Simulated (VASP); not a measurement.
Write the native input for VASP 6.6.1 that does the following.

```yaml
Task: relaxation of cell and atoms
Functional: PBE
Potentials_or_basis: VASP PAW PBE potentials, release 64 (Nb_sv, Sn_d, S)
Cutoff: 600 eV
k_mesh: 12 × 12 × 4
Occupations: gaussian, width 0.1 eV
Spin: no spin polarisation
Dipole_correction: no
Further_INCAR_settings: ALGO = Normal; EDIFF = 1e-07; IBRION = 2; EDIFFG = -0.01; NSW = 100; ISIF = 3
```

The structure of Nb2Sn2S lies in POSCAR:

```
Nb2Sn2S
1.0
    3.5091849041      0.0000000000      0.0000000000
   -1.7545924521      3.0390432735      0.0000000000
    0.0000000000      0.0000000000      9.8699564482
Nb Sn S
2 2 1
Direct
    0.3333333333      0.6666666667      0.1284118292
    0.6666666667      0.3333333333      0.8715881708
    0.3333333333      0.6666666667      0.6385206314
    0.6666666667      0.3333333333      0.3614793686
    0.0000000000      0.0000000000      0.0000000000
```

One way to write it, as run:

INCAR

```
SYSTEM = Nb2Sn2S
ALGO = Normal
EDIFF = 1E-7
EDIFFG = -0.01
ENCUT = 600
GGA = PE
IBRION = 2
ISIF = 3
ISMEAR = 0
LASPH = .TRUE.
LCHARG = .FALSE.
LREAL = .FALSE.
LWAVE = .FALSE.
NELM = 60
NSW = 100
PREC = Accurate
SIGMA = 0.1
```

KPOINTS

```
k-points
0
G
  12 12 4
  0 0 0
```

Potentials or basis: VASP PAW PBE potentials, release 64 (Nb_sv, Sn_d, S).

Launch:

```console
$ cat potpaw_PBE.64/Nb_sv/POTCAR potpaw_PBE.64/Sn_d/POTCAR potpaw_PBE.64/S/POTCAR > POTCAR
$ mpirun -np 1 vasp_std > vasp.out
```

It gave:

The relaxed volume is 21.04 Å³/atom. The relaxed cell is a = 3.505 Å, b = 3.505 Å, c = 9.888 Å, α = 90.00°, β = 90.00°, γ = 120.00° and the space group after relaxing (to 0.05 Å) is P-3m1 (No. 164). The energy gained by relaxing is 0.4 meV/atom and the ionic steps are 10. The pressure after relaxing is 0.0 GPa and the largest force after relaxing is 0.004 eV/Å. The band gap on the k mesh is zero (band 30 reaches 9.75 eV, above the bottom of band 31 at 9.11 eV).

Caveat: spin-orbit coupling is left out, which moves the levels of the heavy elements.

Wall time 19 min on 1 thread of Intel(R) Xeon(R) 6975P-C (Granite Rapids) (shared host), peak memory 0.47 GiB.
